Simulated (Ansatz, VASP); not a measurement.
## Two plane-wave programs on TiC

```xyz
2
Lattice="2.7075 0.0000 0.0000 0.0000 2.7075 0.0000 0.0000 0.0000 2.7075" Properties=species:S:1:pos:R:3 pbc="T T T"
Ti    0.0000    0.0000    0.0000
C     1.3538    1.3538    1.3538
```

Alike in both runs: functional PBE; k mesh 6 × 6 × 6; occupations gaussian, width 0.1 eV; no spin polarisation.

Ansatz relaxed the structure, and its values are those at the end. VASP's run is a single point on that final structure, the one shown.

|  | VASP | Ansatz |
| --- | --- | --- |
| version | VASP 6.6.1 | Ansatz 0.2.0 |
| potentials or method | VASP PAW PBE potentials, release 64 (Ti_sv, C), cutoff 520 eV | scalar-relativistic, plane waves, PAW |
| valence electrons in the cell | 16 | 16 |

```tsv
	VASP	Ansatz	Ansatz less VASP
gap on the k mesh at the Fermi level (eV)	none	none	-
pressure (GPa)	0.0	-0.2	-0.23
```

A gap of «none» marks a metal or a gap that the smearing closes.

The k mesh is coarse, so the values compare programs but aren't converged.
